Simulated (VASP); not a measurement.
Set up this calculation in VASP 6.6.1, as the native input.

| Quantity | Value |
| --- | --- |
| Task | relaxation of cell and atoms |
| Functional | PBEsol |
| Potentials or basis | VASP PAW PBE potentials, release 64 (Ir) |
| Cutoff | 600 eV |
| k mesh | 22 × 22 × 22 |
| Occupations | methfessel-paxton, width 0.1 eV |
| Spin | no spin polarisation |
| Dipole correction | no |
| Further INCAR settings | ALGO = Fast; EDIFF = 1e-06; IBRION = 2; EDIFFG = -0.01; NSW = 80; ISIF = 3 |

The structure of Ir lies in POSCAR:

```
Ir
1.0
    0.0000000000      1.9156000000      1.9156000000
    1.9156000000      0.0000000000      1.9156000000
    1.9156000000      1.9156000000      0.0000000000
Ir
1
Direct
    0.0000000000      0.0000000000      0.0000000000
```

One way to write it, as run:

INCAR

```
PREC = Accurate
ENCUT = 600
EDIFF = 1E-6
ISMEAR = 1
SIGMA = 0.1
LREAL = False
LASPH = True
NELM = 80
ALGO = Fast
ISIF = 3
LWAVE = False
LCHARG = False
GGA = PS
IBRION = 2
NSW = 80
EDIFFG = -0.01
```

KPOINTS

```
Automatic mesh
0
Gamma
  22 22 22
```

Potentials or basis: VASP PAW PBE potentials, release 64 (Ir).

Command:

```sh
$ cat potpaw_PBE.64/Ir/POTCAR > POTCAR
$ mpirun -np 1 vasp_std > vasp.out
```

It gave:

```json
{
  "Relaxed volume": "14.08 Å³/atom",
  "Relaxed cell": "a = 2.711 Å, b = 2.711 Å, c = 2.711 Å, α = 60.00°, β = 60.00°, γ = 60.00°",
  "Space group after relaxing (to 0.05 Å)": "Fm-3m (No. 225)",
  "Energy gained by relaxing": "0.0 meV/atom",
  "Ionic steps": "5",
  "Pressure after relaxing": "0.1 GPa"
}
```

Caveat: the PAW data sets were made with another functional, which shifts forces and pressure a little.

Run time: 54 s on 1 thread of Intel(R) Xeon(R) Platinum 8559C (Emerald Rapids), on a shared host, peak memory 0.19 GiB.
